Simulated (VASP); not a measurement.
# Be3B2Cl3 (P4/mmm) in VASP: a series of runs

The runs below take Be3B2Cl3 through single point, relaxation of cell and atoms, with PBE.

All numbers are computed with VASP 6.6.1; they aren't measurements. Logs are shortened: lines on timing, memory, paths and dates and some standing lists are left out, and cuts for length are marked.

## 1. The cell of the first run

It takes space group P4/mmm (No. 123, tetragonal). Conventional cell: a = 4.263 Å, b = 4.263 Å, c = 6.651 Å, α = 90.00°, β = 90.00°, γ = 90.00°. Within 2.4 Å of Be (site symmetry 4/mmm) lie 2 Cl at 1.78 Å. Within 2.8 Å of Be (site symmetry 4/mmm) lie 4 B at 2.13 Å. Within 2.1 Å of Be (site symmetry 4/mmm) lie 2 Cl at 1.55 Å. Within 2.8 Å of B (site symmetry mmm) lie 4 Be at 2.13 Å and 4 Cl at 2.63 Å. Cl (site symmetry 4mm) has 2 Be at 1.55 to 1.78 Å within 2.1 Å. Within 4.0 Å of Cl (site symmetry 4/mmm) lie 6 Be at 3.01 to 3.33 Å and 8 Cl at 3.50 Å and 8 B at 3.95 Å.

## 2. Single point, PBE

File INCAR:

```
SYSTEM = Be3B2Cl3
PREC = Accurate
ENCUT = 520
EDIFF = 1E-7
ISMEAR = 0
SIGMA = 0.1
LREAL = .FALSE.
LASPH = .TRUE.
NELM = 80
ALGO = Normal
ISIF = 2
LWAVE = .FALSE.
LCHARG = .FALSE.
GGA = PE
NBANDS = 26
```

File KPOINTS:

```
regular mesh
0
G
  4 4 4
  0 0 0
```

File POSCAR:

```
Be3B2Cl3
1.0
    4.2625844700      0.0000000000      0.0000000000
    0.0000000000      4.2625844700      0.0000000000
    0.0000000000      0.0000000000      6.6508751800
Be B Cl
3 2 3
Direct
    0.5000000000      0.5000000000      0.0000000000
    0.0000000000      0.0000000000      0.5000000000
    0.5000000000      0.5000000000      0.5000000000
    0.5000000000      0.0000000000      0.5000000000
    0.0000000000      0.5000000000      0.5000000000
    0.5000000000      0.5000000000      0.2674835400
    0.5000000000      0.5000000000      0.7325164600
    0.0000000000      0.0000000000      0.0000000000
```

Potentials or basis: VASP PAW PBE potentials, release 64 (Be, B, Cl).

Launch:

```bash
> cat potpaw_PBE.64/Be/POTCAR potpaw_PBE.64/B/POTCAR potpaw_PBE.64/Cl/POTCAR > POTCAR
> mpirun -np 1 vasp_std > vasp.out
```

OUTCAR:

```text
SYSTEM = Be3B2Cl3
   PREC = Accurate
   ENCUT = 520
   EDIFF = 1E-7
   ISMEAR = 0
   LREAL = .FALSE.
   LASPH = .TRUE.
   NELM = 80
   ISIF = 2
   GGA = PE

 ion  position               nearest neighbor table
   1  0.500  0.500  0.000-   6 1.78   7 1.78
   2  0.000  0.000  0.500-   4 2.13   5 2.13   5 2.13   4 2.13
   3  0.500  0.500  0.500-   6 1.55   7 1.55   4 2.13   5 2.13   4 2.13   5 2.13
   4  0.500  0.000  0.500-   2 2.13   3 2.13   3 2.13   2 2.13
   5  0.000  0.500  0.500-   2 2.13   3 2.13   2 2.13   3 2.13
   6  0.500  0.500  0.267-   3 1.55   1 1.78
   7  0.500  0.500  0.733-   3 1.55   1 1.78
   8  0.000  0.000  0.000-

  LATTYP: Found a simple tetragonal cell.
 ALAT       =     4.2625844700
 C/A-ratio  =     1.5602917026

  Lattice vectors:

 A1 = (   4.2625844700,   0.0000000000,   0.0000000000)
 A2 = (   0.0000000000,   4.2625844700,   0.0000000000)
 A3 = (   0.0000000000,   0.0000000000,   6.6508751800)

Analysis of symmetry for initial positions (statically):
=====================================================================
 Subroutine PRICEL returns:
 Original cell was already a primitive cell.

 Routine SETGRP: Setting up the symmetry group for a
 simple tetragonal supercell.

 Subroutine GETGRP returns: Found 16 space group operations
 (whereof 16 operations were pure point group operations)
 out of a pool of 16 trial point group operations.

The static configuration has the point symmetry D_4h.

Analysis of symmetry for dynamics (positions and initial velocities):
=====================================================================
 Subroutine PRICEL returns:
 Original cell was already a primitive cell.

 Routine SETGRP: Setting up the symmetry group for a
 simple tetragonal supercell.

 Subroutine GETGRP returns: Found 16 space group operations
 (whereof 16 operations were pure point group operations)
 out of a pool of 16 trial point group operations.

The dynamic configuration has the point symmetry D_4h.

 Subroutine INISYM returns: Found 16 space group operations
 (whereof 16 operations are pure point group operations),
 and found     1 'primitive' translations

----------------------------------------------------------------------------------------

                                     Primitive cell

  volume of cell :     120.8439

  direct lattice vectors                    reciprocal lattice vectors
     4.262584470  0.000000000  0.000000000     0.234599457  0.000000000  0.000000000
     0.000000000  4.262584470  0.000000000     0.000000000  0.234599457  0.000000000
     0.000000000  0.000000000  6.650875180     0.000000000  0.000000000  0.150356152

  length of vectors
     4.262584470  4.262584470  6.650875180     0.234599457  0.234599457  0.150356152

  position of ions in fractional coordinates (direct lattice)
     0.500000000  0.500000000  0.000000000
     0.000000000  0.000000000  0.500000000
     0.500000000  0.500000000  0.500000000
     0.500000000  0.000000000  0.500000000
     0.000000000  0.500000000  0.500000000
     0.500000000  0.500000000  0.267483540
     0.500000000  0.500000000  0.732516460
     0.000000000  0.000000000  0.000000000

  ion indices of the primitive-cell ions
   primitive index   ion index
                 1           1
                 2           2
                 3           3
                 4           4
                 5           5
                 6           6
                 7           7
                 8           8

----------------------------------------------------------------------------------------

 KPOINTS: regular mesh

Automatic generation of k-mesh.
 Grid dimensions read from file:
 generate k-points for:    4    4    4

 Generating k-lattice:

  Cartesian coordinates                     Fractional coordinates (reciprocal lattice)
     0.058649864  0.000000000  0.000000000     0.250000000  0.000000000  0.000000000
     0.000000000  0.058649864  0.000000000     0.000000000  0.250000000  0.000000000
     0.000000000  0.000000000  0.037589038     0.000000000  0.000000000  0.250000000

  Length of vectors
     0.058649864  0.058649864  0.037589038

  Shift w.r.t. Gamma in fractional coordinates (k-lattice)
     0.000000000  0.000000000  0.000000000

 Subroutine IBZKPT returns following result:
 ===========================================

 Found     18 irreducible k-points:

 Following reciprocal coordinates:
            Coordinates               Weight
  0.000000  0.000000  0.000000      1.000000
  0.250000  0.000000  0.000000      4.000000
  0.500000  0.000000  0.000000      2.000000
  0.250000  0.250000  0.000000      4.000000
  0.500000  0.250000  0.000000      4.000000
  0.500000  0.500000  0.000000      1.000000
[... 10 lines left out ...]
  0.500000  0.250000  0.500000      4.000000
  0.500000  0.500000  0.500000      1.000000
   k-points           NKPTS =     18   k-points in BZ     NKDIM =     18   number of bands    NBANDS=     26
   number of dos      NEDOS =    301   number of ions     NIONS =      8
   total plane-waves  NPLWV =  51200
   dimension x,y,z NGX =    32 NGY =   32 NGZ =   50
   dimension x,y,z NGXF=    64 NGYF=   64 NGZF=  100
   ions per type =               3   2   3
   NGX,Y,Z   is equivalent  to a cutoff of  12.48, 12.48, 12.50 a.u.
   NGXF,Y,Z  is equivalent  to a cutoff of  24.96, 24.96, 25.00 a.u.
 SYSTEM =  Be3B2Cl3
   PREC   = accura    normal or accurate (medium, high low for compatibility)
   ISTART =      0    job   : 0-new  1-cont  2-samecut
   ICHARG =      2    charge: 1-file 2-atom 10-const
   ISPIN  =      1    spin polarized calculation?
   LNONCOLLINEAR =      F non collinear calculations
   LSORBIT =      F    spin-orbit coupling
   LASPH  =      T    aspherical Exc in radial PAW
   ENCUT  =  520.0 eV  38.22 Ry    6.18 a.u.   7.93  7.93 12.37*2*pi/ulx,y,z
   NELM   =     80;   NELMIN=  2; NELMDL= -5     # of ELM steps
   EDIFF  = 0.1E-06   stopping-criterion for ELM
   LREAL  =      F    real-space projection
   EDIFFG = 0.1E-05   stopping-criterion for IOM
   NSW    =      0    number of steps for IOM
   IBRION =     -1    ionic relax: 0-MD 1-quasi-New 2-CG
   NFREE  =      0    steps in history (QN), initial steepest desc. (CG)
   ISIF   =      2    stress and relaxation
   ISYM   =      2    0-nonsym 1-usesym 2-fastsym
   POTIM  = 0.5000    time-step for ionic-motion
   TEBEG  =    0.0;   TEEND  =   0.0 temperature during run
   PSTRESS=    0.0 pullay stress
   NELECT =      33.0000    total number of electrons
   NUPDOWN=      -1.0000    fix difference up-down
   EMIN   =  10.00;   EMAX   =-10.00  energy-range for DOS
   EFERMI =   0.00;   METHOD = LEGACY
   ISMEAR =     0;   SIGMA  =   0.10  broadening in eV -4-tet -1-fermi 0-gaus
   EFERMI_NEDOS =   21; number of points for ismear=-14 and -15
   IALGO  =     38    algorithm
   IMIX   =      4    mixing-type and parameters
     AMIX     =   0.40;   BMIX     =  1.00
     AMIX_MAG =   1.60;   BMIX_MAG =  1.00
  volume/ion in A,a.u.               =      15.11       101.94
  Fermi-wavevector in a.u.,A,eV,Ry     =   1.062114  2.007105 15.348549  1.128087
  Thomas-Fermi vector in A             =   2.197554
   LORBIT       =      0    0 simple, 1 ext, 2 COOP (PROOUT), +10 PAW based schemes
   GGA     = PE    functional components
   LHFCALC =     F    Hartree Fock is set to
   AEXX    =    0.0000 exact exchange contribution
   IVDW    =     0    specifies the selected vdW correction
   LEPSILON=     F    determine dielectric tensor
   LRPA    =     F    only Hartree local field effects (RPA)
 non-spin polarized calculation
 Gauss-broadening in eV      SIGMA  =   0.10
  energy-cutoff  :      520.00
  volume of cell :      120.84
 maximum number of plane-waves:      3264
 NGX is ok and might be reduce to    32
   NGX = 15   NGY = 15   NGZ = 25

 number of electron      32.9999993 magnetization

 Free energy of the ion-electron system (eV)
  ---------------------------------------------------
  ext. energy  EPLUGINS =         0.00000000
  ---------------------------------------------------
  free energy    TOTEN  =       -20.02726243 eV

  energy without entropy =      -20.00047233  energy(sigma->0) =      -20.01386738

 E-fermi :   4.2179     XC(G=0):  -9.1930

 val. band max:        4.2092771088   @ k =   0.2500   0.0000   0.2500
 cond. band min:       4.2493625497   @ k =   0.5000   0.0000   0.5000
 fundamental gap:      0.0400854409
 Fermi energy:         4.2179180155

 k-point     1 :       0.0000    0.0000    0.0000
  band No.  band energies     occupation
      1     -14.9177      2.00000
      2     -14.8964      2.00000
      3     -10.6885      2.00000
      4      -6.2033      2.00000
      5      -5.1537      2.00000
      6      -3.5084      2.00000
[... 18 lines left out ...]
     25       9.5258      0.00000
     26      10.7021      0.00000

 k-point     2 :       0.2500    0.0000    0.0000
  band No.  band energies     occupation
      1     -14.8750      2.00000
      2     -14.8749      2.00000
      3     -10.6797      2.00000
      4      -6.1310      2.00000
      5      -5.1320      2.00000
      6      -4.4484      2.00000
[... 18 lines left out ...]
     25      10.4209      0.00000
     26      10.8104      0.00000

 k-point     3 :       0.5000    0.0000    0.0000
  band No.  band energies     occupation
      1     -14.8532      2.00000
      2     -14.8309      2.00000
      3     -10.6740      2.00000
      4      -5.9313      2.00000
      5      -5.2152      2.00000
      6      -5.1099      2.00000
[... 398 lines left out ...]
 k-point    17 :       0.5000    0.2500    0.5000
  band No.  band energies     occupation
      1     -14.8180      2.00000
      2     -14.8116      2.00000
      3     -10.6291      2.00000
      4      -5.7156      2.00000
      5      -5.2426      2.00000
      6      -5.0740      2.00000
[... 18 lines left out ...]
     25       8.6572      0.00000
     26       9.8319      0.00000

 k-point    18 :       0.5000    0.5000    0.5000
  band No.  band energies     occupation
      1     -14.7886      2.00000
      2     -14.7864      2.00000
      3     -10.5865      2.00000
      4      -5.5103      2.00000
      5      -5.1796      2.00000
      6      -4.8636      2.00000
[... 18 lines left out ...]
     25       8.8167      0.00000
     26       8.8167      0.00000

------------------------ aborting loop because EDIFF is reached ----------------------------------------

  FORCE on cell =-STRESS in cart. coord.  units (eV):
  Direction    XX          YY          ZZ          XY          YZ          ZX
  --------------------------------------------------------------------------------------
  -------------------------------------------------------------------------------------
  Total       -1.6062377     -1.6062377     48.2801892      0.0000000     -0.0000000      0.0000000
  in kB      -21.2958806    -21.2958806    640.1102057      0.0000000     -0.0000000      0.0000000
  external PRESSURE =     199.1728149 kB  Pullay stress =       0.0000000 kB

 VOLUME and BASIS-vectors are now :
 -----------------------------------------------------------------------------
  energy-cutoff  :      520.00
  volume of cell :      120.84
      direct lattice vectors                 reciprocal lattice vectors
     4.262584470  0.000000000  0.000000000     0.234599457  0.000000000  0.000000000
     0.000000000  4.262584470  0.000000000     0.000000000  0.234599457  0.000000000
     0.000000000  0.000000000  6.650875180     0.000000000  0.000000000  0.150356152

 POSITION                                       TOTAL-FORCE (eV/Angst)
 -----------------------------------------------------------------------------------
      2.13129      2.13129      0.00000         0.000000      0.000000      0.000000
      0.00000      0.00000      3.32544         0.000000      0.000000      0.000000
      2.13129      2.13129      3.32544         0.000000      0.000000      0.000000
      2.13129      0.00000      3.32544         0.000000      0.000000      0.000000
      0.00000      2.13129      3.32544         0.000000      0.000000      0.000000
      2.13129      2.13129      1.77900         0.000000      0.000000    -12.019197
      2.13129      2.13129      4.87188         0.000000      0.000000     12.019197
      0.00000      0.00000      0.00000         0.000000      0.000000      0.000000
 -----------------------------------------------------------------------------------
    total drift:                                0.000000     -0.000000      0.000000

  FREE ENERGIE OF THE ION-ELECTRON SYSTEM (eV)
  ---------------------------------------------------
  free  energy   TOTEN  =       -20.0272624307 eV

  energy  without entropy=      -20.0004723329  energy(sigma->0) =      -20.01386738
```

Run time: 21 s. Hardware: 1 thread of Intel Xeon 6975P-C (Granite Rapids), shared host; peak memory 0.22 GiB.

What came out:

- Free energy: -20.0273 eV
- Pressure: 19.9 GPa
- Largest force: 12.019 eV/Å

Forces on the atoms (eV/Å):
```
Be    0.000   0.000   0.000
Be    0.000   0.000   0.000
Be    0.000   0.000   0.000
B     0.000   0.000   0.000
B     0.000   0.000   0.000
Cl    0.000   0.000 -12.019
Cl    0.000   0.000  12.019
Cl    0.000   0.000   0.000
```

Levels at points of the mesh, in eV from the Fermi level:
```
           k point  band 15  band 16  band 17  band 18  band 19  band 20
(0.00, 0.00, 0.00)    -1.85    -1.85    -0.04     0.87     0.87     1.11
(0.50, 0.00, 0.00)    -1.82    -1.13    -0.36     0.51     0.95     1.60
(0.50, 0.50, 0.00)    -2.57    -0.46     2.34     2.34     2.53     3.21
(0.00, 0.00, 0.50)    -1.76    -1.76    -0.94     0.96     1.10     1.10
(0.50, 0.00, 0.50)    -1.92    -0.20     0.03     0.57     0.75     1.09
(0.50, 0.50, 0.50)    -2.63    -0.07     1.73     1.73     2.11     2.53
```

Caveat: the k points lie up to 0.37 Å⁻¹ apart; an odd number of electrons without spin polarisation forces a metal; a magnetic or distorted state may lie lower.

## 3. Single point, PBE

This run uses another cell than the first one, of 16.06 Å³/atom, 1.063 times its volume.

File INCAR:

```
SYSTEM = Be3B2Cl3
ALGO = Normal ; EDIFF = 1E-7
ENCUT = 520 ; GGA = PE
ISIF = 2 ; ISMEAR = 0
LASPH = .True. ; LCHARG = .True.
LELF = .True. ; LREAL = .False.
LVHAR = .True. ; LWAVE = .False.
NBANDS = 26 ; NELM = 60
PREC = Accurate ; SIGMA = 0.1
```

File KPOINTS:

```
k-points
0
Gamma
  4 4 4
  0 0 0
```

File POSCAR:

```
Be3B2Cl3
1.0
    3.7718325701      0.0000000000      0.0000000000
    0.0000000000      3.7718325701      0.0000000000
    0.0000000000      0.0000000000      9.0307892252
Be B Cl
3 2 3
Direct
    0.5000000000      0.5000000000      0.0000000000
    0.0000000000      0.0000000000      0.5000000000
    0.5000000000      0.5000000000      0.5000000000
    0.5000000000      0.0000000000      0.5000000000
    0.0000000000      0.5000000000      0.5000000000
    0.5000000000      0.5000000000      0.2197410816
    0.5000000000      0.5000000000      0.7802589184
    0.0000000000      0.0000000000      0.0000000000
```

Potentials or basis: VASP PAW PBE potentials, release 64 (Be, B, Cl).

Launch:

```bash
> cat potpaw_PBE.64/Be/POTCAR potpaw_PBE.64/B/POTCAR potpaw_PBE.64/Cl/POTCAR > POTCAR
> mpirun -np 1 vasp_std > vasp.out
```

OUTCAR:

```text
SYSTEM = Be3B2Cl3
   EDIFF = 1E-7
   ENCUT = 520
   GGA = PE
   ISIF = 2
   ISMEAR = 0
   LASPH = .True.
   LREAL = .False.
   NELM = 60
   PREC = Accurate

 ion  position               nearest neighbor table
   1  0.500  0.500  0.000-   6 1.98   7 1.98
   2  0.000  0.000  0.500-   4 1.89   5 1.89   5 1.89   4 1.89
   3  0.500  0.500  0.500-   4 1.89   5 1.89   4 1.89   5 1.89
   4  0.500  0.000  0.500-   2 1.89   3 1.89   3 1.89   2 1.89
[... 728 lines left out ...]
  -------------------------------------------------------------------------------------
  Total       -0.0067444     -0.0067444     -0.0238284      0.0000000      0.0000000      0.0000000
  in kB       -0.0841053     -0.0841053     -0.2971496      0.0000000      0.0000000      0.0000000
  external PRESSURE =      -0.1551200 kB  Pullay stress =       0.0000000 kB

 VOLUME and BASIS-vectors are now :
 -----------------------------------------------------------------------------
  energy-cutoff  :      520.00
  volume of cell :      128.48
      direct lattice vectors                 reciprocal lattice vectors
     3.771832570  0.000000000  0.000000000     0.265123115  0.000000000  0.000000000
     0.000000000  3.771832570  0.000000000     0.000000000  0.265123115  0.000000000
     0.000000000  0.000000000  9.030789225     0.000000000  0.000000000  0.110732293

 POSITION                                       TOTAL-FORCE (eV/Angst)
 -----------------------------------------------------------------------------------
      1.88592      1.88592      0.00000        -0.000000      0.000000      0.000000
      0.00000      0.00000      4.51539        -0.000000      0.000000      0.000000
      1.88592      1.88592      4.51539        -0.000000      0.000000      0.000000
      1.88592      0.00000      4.51539        -0.000000      0.000000      0.000000
      0.00000      1.88592      4.51539        -0.000000      0.000000      0.000000
      1.88592      1.88592      1.98444         0.000000     -0.000000     -0.024139
      1.88592      1.88592      7.04635        -0.000000     -0.000000      0.024139
      0.00000      0.00000      0.00000        -0.000000      0.000000      0.000000
 -----------------------------------------------------------------------------------
    total drift:                                0.000000      0.000000     -0.000000

  FREE ENERGIE OF THE ION-ELECTRON SYSTEM (eV)
  ---------------------------------------------------
  free  energy   TOTEN  =       -28.1538839472 eV

  energy  without entropy=      -28.1427431899  energy(sigma->0) =      -28.14831357
```

It took 25 s on 1 thread of Intel Xeon 6975P-C (Granite Rapids), shared host; peak memory 0.23 GiB.

Results:

```yaml
Free_energy: -28.1539 eV
Pressure: 0.0 GPa
Largest_force: 0.024 eV/Å
```

Forces in eV/Å, atoms in the order of the input:
```
Be   0.000  0.000  0.000
Be   0.000  0.000  0.000
Be   0.000  0.000  0.000
B    0.000  0.000  0.000
B    0.000  0.000  0.000
Cl   0.000  0.000 -0.024
Cl   0.000  0.000  0.024
Cl   0.000  0.000  0.000
```

Caveat: the k points lie up to 0.42 Å⁻¹ apart; an odd number of electrons without spin polarisation forces a metal; a magnetic or distorted state may lie lower.

(Continued in part 2 of 2.)
